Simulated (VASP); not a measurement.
# TbHgAsO (P4/nmm) in VASP: single point with PBE

Aim: the single point of TbHgAsO with PBE.

All numbers are computed with VASP 6.6.1; they aren't measurements. Logs are shortened: lines on timing, memory, paths and dates and some standing lists are left out, and cuts for length are marked.

## 1. The cell of the first run

It takes space group P4/nmm (No. 129, tetragonal). Conventional cell: a = 4.212 Å, b = 4.212 Å, c = 8.445 Å, α = 90.00°, β = 90.00°, γ = 90.00°. Within 3.2 Å of Tb (site symmetry 4mm) lie 4 O at 2.39 Å. Within 3.3 Å of Hg (site symmetry -4m2) lie 4 As at 2.53 Å and 4 Hg at 2.98 Å. As (site symmetry 4mm) has 4 Hg at 2.53 Å and 4 Tb at 3.42 Å and 4 O at 3.52 Å within 3.6 Å. Within 3.2 Å of O (site symmetry -4m2) lie 4 Tb at 2.39 Å and 4 O at 2.98 Å.

## 2. Single point, PBE, collinear spin, antiferromagnetic start

INCAR

```
  PREC = Accurate
  ENCUT = 520
  EDIFF = 1E-7
  ISMEAR = -1
  SIGMA = 0.1
  LREAL = False
  LASPH = True
  NELM = 150
  ALGO = Normal
  ISIF = 2
  LWAVE = False
  LCHARG = False
  ISPIN = 2
  MAGMOM = 6 -6 0 0 0 0 0 0
  LORBIT = 11
  LMAXMIX = 6
  GGA = PE
  NBANDS = 56
```

KPOINTS

```
regular mesh
0
Gamma
  6 6 3
```

POSCAR

```
TbHgAsO
1.0
    4.2118101700      0.0000000000      0.0000000000
    0.0000000000      4.2118101700      0.0000000000
    0.0000000000      0.0000000000      8.4447763200
Tb Hg As O
2 2 2 2
Direct
    0.2500000000      0.2500000000      0.1333800000
    0.7500000000      0.7500000000      0.8666200000
    0.7500000000      0.2500000000      0.5000000000
    0.2500000000      0.7500000000      0.5000000000
    0.2500000000      0.2500000000      0.6664000000
    0.7500000000      0.7500000000      0.3336000000
    0.7500000000      0.2500000000      0.0000000000
    0.2500000000      0.7500000000      0.0000000000
```

Potentials or basis: VASP PAW PBE potentials, release 64 (Tb, Hg, As, O).

On the command line:

```console
> cat potpaw_PBE.64/Tb/POTCAR potpaw_PBE.64/Hg/POTCAR potpaw_PBE.64/As/POTCAR potpaw_PBE.64/O/POTCAR > POTCAR
> mpirun -np 1 vasp_std > vasp.out
```

OUTCAR:

```text
PREC = Accurate
   ENCUT = 520
   EDIFF = 1E-7
   ISMEAR = -1
   LREAL = False
   LASPH = True
   NELM = 150
   ISIF = 2
   ISPIN = 2
   LORBIT = 11
   GGA = PE

 ion  position               nearest neighbor table
   1  0.250  0.250  0.133-   7 2.39   8 2.39   8 2.39   7 2.39
   2  0.750  0.750  0.867-   7 2.39   8 2.39   7 2.39   8 2.39
   3  0.750  0.250  0.500-   5 2.53   6 2.53   6 2.53   5 2.53   4 2.98   4 2.98   4 2.98   4 2.98

   4  0.250  0.750  0.500-   5 2.53   6 2.53   5 2.53   6 2.53   3 2.98   3 2.98   3 2.98   3 2.98

   5  0.250  0.250  0.666-   3 2.53   4 2.53   4 2.53   3 2.53
   6  0.750  0.750  0.334-   3 2.53   4 2.53   3 2.53   4 2.53
   7  0.750  0.250  0.000-   1 2.39   2 2.39   2 2.39   1 2.39
   8  0.250  0.750  0.000-   1 2.39   2 2.39   1 2.39   2 2.39

  LATTYP: Found a simple tetragonal cell.
 ALAT       =     4.2118101700
 C/A-ratio  =     2.0050230137

  Lattice vectors:

 A1 = (   4.2118101700,   0.0000000000,   0.0000000000)
 A2 = (   0.0000000000,   4.2118101700,   0.0000000000)
 A3 = (   0.0000000000,   0.0000000000,   8.4447763200)

Analysis of symmetry for initial positions (statically):
=====================================================================
 Subroutine PRICEL returns:
 Original cell was already a primitive cell.

 Routine SETGRP: Setting up the symmetry group for a
 simple tetragonal supercell.

 Subroutine GETGRP returns: Found 16 space group operations
 (whereof  4 operations were pure point group operations)
 out of a pool of 16 trial point group operations.

The static configuration has the point symmetry C_2h.
 The point group associated with its full space group is D_4h.

Analysis of symmetry for dynamics (positions and initial velocities):
=====================================================================
 Subroutine PRICEL returns:
 Original cell was already a primitive cell.

 Routine SETGRP: Setting up the symmetry group for a
 simple tetragonal supercell.

 Subroutine GETGRP returns: Found 16 space group operations
 (whereof  4 operations were pure point group operations)
 out of a pool of 16 trial point group operations.

The dynamic configuration has the point symmetry C_2h.
 The point group associated with its full space group is D_4h.

Analysis of structural, dynamic, and magnetic symmetry:
=====================================================================
 Subroutine PRICEL returns:
 Original cell was already a primitive cell.

 Routine SETGRP: Setting up the symmetry group for a
 simple tetragonal supercell.

 Subroutine GETGRP returns: Found 16 space group operations
 (whereof  4 operations were pure point group operations)
 out of a pool of 16 trial point group operations.

The overall configuration has the point symmetry C_2h.
 The point group associated with its full space group is D_4h.

 Subroutine INISYM returns: Found 16 space group operations
 (whereof  4 operations are pure point group operations),
 and found     1 'primitive' translations

----------------------------------------------------------------------------------------

                                     Primitive cell

  volume of cell :     149.8048

  direct lattice vectors                    reciprocal lattice vectors
     4.211810170  0.000000000  0.000000000     0.237427605  0.000000000  0.000000000
     0.000000000  4.211810170  0.000000000     0.000000000  0.237427605  0.000000000
     0.000000000  0.000000000  8.444776320     0.000000000  0.000000000  0.118416399

  length of vectors
     4.211810170  4.211810170  8.444776320     0.237427605  0.237427605  0.118416399

  position of ions in fractional coordinates (direct lattice)
     0.250000000  0.250000000  0.133380000
     0.750000000  0.750000000  0.866620000
     0.750000000  0.250000000  0.500000000
     0.250000000  0.750000000  0.500000000
     0.250000000  0.250000000  0.666400000
     0.750000000  0.750000000  0.333600000
     0.750000000  0.250000000  0.000000000
     0.250000000  0.750000000  0.000000000
[... 64 lines left out ...]
   dimension x,y,z NGXF=    64 NGYF=   64 NGZF=  128
   ions per type =               2   2   2   2
   NGX,Y,Z   is equivalent  to a cutoff of  12.63, 12.63, 12.60 a.u.
   NGXF,Y,Z  is equivalent  to a cutoff of  25.26, 25.26, 25.20 a.u.
 SYSTEM =  unknown system
   PREC   = accura    normal or accurate (medium, high low for compatibility)
   ISTART =      0    job   : 0-new  1-cont  2-samecut
   ICHARG =      2    charge: 1-file 2-atom 10-const
   ISPIN  =      2    spin polarized calculation?
   LNONCOLLINEAR =      F non collinear calculations
   LSORBIT =      F    spin-orbit coupling
   LASPH  =      T    aspherical Exc in radial PAW
   ENCUT  =  520.0 eV  38.22 Ry    6.18 a.u.   7.83  7.83 15.70*2*pi/ulx,y,z
   NELM   =    150;   NELMIN=  2; NELMDL= -5     # of ELM steps
   EDIFF  = 0.1E-06   stopping-criterion for ELM
   LREAL  =      F    real-space projection
   EDIFFG = 0.1E-05   stopping-criterion for IOM
   NSW    =      0    number of steps for IOM
   IBRION =     -1    ionic relax: 0-MD 1-quasi-New 2-CG
   NFREE  =      0    steps in history (QN), initial steepest desc. (CG)
   ISIF   =      2    stress and relaxation
   ISYM   =      2    0-nonsym 1-usesym 2-fastsym
   POTIM  = 0.5000    time-step for ionic-motion
   TEBEG  =    0.0;   TEEND  =   0.0 temperature during run
   PSTRESS=    0.0 pullay stress
   NELECT =      84.0000    total number of electrons
   NUPDOWN=      -1.0000    fix difference up-down
   EMIN   =  10.00;   EMAX   =-10.00  energy-range for DOS
   EFERMI =   0.00;   METHOD = LEGACY
   ISMEAR =    -1;   SIGMA  =   0.10  broadening in eV -4-tet -1-fermi 0-gaus
   EFERMI_NEDOS =   21; number of points for ismear=-14 and -15
   IALGO  =     38    algorithm
   IMIX   =      4    mixing-type and parameters
     AMIX     =   0.40;   BMIX     =  1.00
     AMIX_MAG =   1.60;   BMIX_MAG =  1.00
  volume/ion in A,a.u.               =      18.73       126.37
  Fermi-wavevector in a.u.,A,eV,Ry     =   1.349976  2.551085 24.795733  1.822435
  Thomas-Fermi vector in A             =   2.477518
   LORBIT       =     11    0 simple, 1 ext, 2 COOP (PROOUT), +10 PAW based schemes
   GGA     = PE    functional components
   LHFCALC =     F    Hartree Fock is set to
   AEXX    =    0.0000 exact exchange contribution
   IVDW    =     0    specifies the selected vdW correction
   LEPSILON=     F    determine dielectric tensor
   LRPA    =     F    only Hartree local field effects (RPA)
 spin polarized calculation
  energy-cutoff  :      520.00
  volume of cell :      149.80
 maximum number of plane-waves:      4052
 NGX is ok and might be reduce to    32
   NGX = 15   NGY = 15   NGZ = 31

 number of electron      84.0000017 magnetization       0.0000000

 number of electron      84.0000017 magnetization      -0.0000000

 Free energy of the ion-electron system (eV)
  ---------------------------------------------------
  ext. energy  EPLUGINS =         0.00000000
  ---------------------------------------------------
  free energy    TOTEN  =       -48.60522077 eV

  energy without entropy =      -48.22306367  energy(sigma->0) =      -48.41414222

 E-fermi :   4.6156     XC(G=0): -10.8505

 val. band max:        4.6137304759   @ k =   0.5000   0.1667   0.0000
 cond. band min:       4.6163379093   @ k =   0.3333   0.1667   0.3333
 fundamental gap:      0.0026074334
 Fermi energy:         4.6156211086

 spin component 1

 k-point     1 :       0.0000    0.0000    0.0000
  band No.  band energies     occupation
      1     -41.5344      1.00000
      2     -38.9632      1.00000
      3     -18.2654      1.00000
      4     -18.0926      1.00000
      5     -18.0926      1.00000
      6     -16.5455      1.00000
[... 1129 lines left out ...]
     53       8.3978      0.00000
     54       8.6640      0.00000
 Fermi energy:         4.6156211086

 spin component 2

 k-point     1 :       0.0000    0.0000    0.0000
  band No.  band energies     occupation
      1     -41.5344      1.00000
      2     -38.9632      1.00000
      3     -18.2654      1.00000
      4     -18.0926      1.00000
      5     -18.0926      1.00000
      6     -16.5455      1.00000
[... 1129 lines left out ...]
     53       8.3978      0.00000
     54       8.6640      0.00000
 [bands above 54 left out]

------------------------ aborting loop because EDIFF is reached ----------------------------------------

  FORCE on cell =-STRESS in cart. coord.  units (eV):
  Direction    XX          YY          ZZ          XY          YZ          ZX
  --------------------------------------------------------------------------------------
  -------------------------------------------------------------------------------------
  Total        8.9517316      8.9517316     11.1134987      0.0000000      0.0000000      0.0000000
  in kB       95.7396651     95.7396651    118.8599811      0.0000000      0.0000000      0.0000000
  external PRESSURE =     103.4464371 kB  Pullay stress =       0.0000000 kB

 VOLUME and BASIS-vectors are now :
 -----------------------------------------------------------------------------
  energy-cutoff  :      520.00
  volume of cell :      149.80
      direct lattice vectors                 reciprocal lattice vectors
     4.211810170  0.000000000  0.000000000     0.237427605  0.000000000  0.000000000
     0.000000000  4.211810170  0.000000000     0.000000000  0.237427605  0.000000000
     0.000000000  0.000000000  8.444776320     0.000000000  0.000000000  0.118416399

 POSITION                                       TOTAL-FORCE (eV/Angst)
 -----------------------------------------------------------------------------------
      1.05295      1.05295      1.12636         0.000000     -0.000000     -1.783736
      3.15886      3.15886      7.31841         0.000000     -0.000000      1.783736
      3.15886      1.05295      4.22239         0.000000     -0.000000      0.000000
      1.05295      3.15886      4.22239        -0.000000      0.000000     -0.000000
      1.05295      1.05295      5.62760        -0.000000     -0.000000      4.565055
      3.15886      3.15886      2.81718        -0.000000     -0.000000     -4.565055
      3.15886      1.05295      0.00000        -0.000000      0.000000      0.000000
      1.05295      3.15886      0.00000         0.000000     -0.000000     -0.000000
 -----------------------------------------------------------------------------------
    total drift:                                0.000000      0.000000     -0.000000

  FREE ENERGIE OF THE ION-ELECTRON SYSTEM (eV)
  ---------------------------------------------------
  free  energy   TOTEN  =       -48.6052207682 eV

  energy  without entropy=      -48.2230636732  energy(sigma->0) =      -48.41414222

 total charge

# of ion       s       p       d       f       tot
--------------------------------------------------
    1        2.024   5.646   0.390   8.138  16.197
    2        2.024   5.646   0.390   8.138  16.197
    3        0.799   0.655   9.364   0.000  10.819
    4        0.799   0.655   9.364   0.000  10.819
    5        1.241   1.570   0.052   0.000   2.862
    6        1.241   1.570   0.052   0.000   2.862
    7        1.559   3.418   0.000   0.000   4.977
    8        1.559   3.418   0.000   0.000   4.977
--------------------------------------------------
tot         11.244  22.577  19.613  16.276  69.710

 magnetization (x)

# of ion       s       p       d       f       tot
--------------------------------------------------
    1       -0.005  -0.058   0.034   5.717   5.688
    2        0.005   0.058  -0.034  -5.717  -5.688
    3        0.000   0.000   0.000   0.000   0.000
    4        0.000   0.000   0.000   0.000   0.000
    5       -0.000   0.001   0.000   0.000   0.001
    6        0.000  -0.001  -0.000   0.000  -0.001
    7        0.000   0.000   0.000   0.000   0.000
    8        0.000   0.000   0.000   0.000   0.000
--------------------------------------------------
tot          0.000   0.000   0.000   0.000   0.000
```

Run time: 29 min. Hardware: 1 thread of AMD EPYC 9R45 (Zen 5), shared host; peak memory 0.46 GiB.

Results:

* Free energy: -48.6052 eV
* Pressure: 10.3 GPa
* Largest force: 4.565 eV/Å
* Band gap on the k mesh: zero (filled and empty bands overlap)
* Net moment: 0.00 μB per cell
* Site moments: Tb +5.69, -5.69; Hg +0.00; As +0.00, -0.00; O +0.00 μB
* Valence electrons inside the program's atomic spheres: Tb 16.20; Hg 10.82; As 2.86; O 4.98

Forces on the atoms (eV/Å):
```
Tb   0.000  0.000 -1.784
Tb   0.000  0.000  1.784
Hg   0.000  0.000  0.000
Hg   0.000  0.000  0.000
As   0.000  0.000  4.565
As   0.000  0.000 -4.565
O    0.000  0.000  0.000
O    0.000  0.000  0.000
```

Levels at points of the mesh, in eV from the Fermi level:
Spin up:
| k point | band 39 | band 40 | band 41 | band 42 | band 43 | band 44 | band 45 | band 46 |
| --- | --- | --- | --- | --- | --- | --- | --- | --- |
| (0.00, 0.00, 0.00) | -0.72 | 0.02 | 0.02 | 0.19 | 0.21 | 0.21 | 0.24 | 0.49 |
| (0.50, 0.00, 0.00) | -1.22 | -1.03 | -0.98 | -0.02 | 0.00 | 0.30 | 0.41 | 0.48 |
| (0.50, 0.50, 0.00) | -2.54 | -2.48 | -2.48 | -0.02 | -0.02 | 0.43 | 0.50 | 0.50 |
Spin down:
```
           k point  band 38  band 39  band 40  band 41  band 42  band 43  band 44  band 45  band 46  band 47
(0.00, 0.00, 0.00)    -2.52    -0.72     0.02     0.02     0.19     0.21     0.21     0.24     0.49     0.49
(0.50, 0.00, 0.00)    -1.23    -1.22    -1.03    -0.98    -0.02     0.00     0.30     0.41     0.48     0.73
(0.50, 0.50, 0.00)    -2.88    -2.54    -2.48    -2.48    -0.02    -0.02     0.43     0.50     0.50     0.72
```

Caveat: the magnetic or orbital state may not be the lowest; the cell stands under pressure; spin-orbit coupling is left out, which moves the levels of the heavy elements; semilocal functionals describe open f shells poorly, which spoils levels, moments and volumes; forces of over 1 eV/Å act on the atoms, so gaps and moduli don't describe the material at rest. With open d or f shells a metallic result of PBE can be an artefact of self-interaction; +U or a hybrid may open a gap.
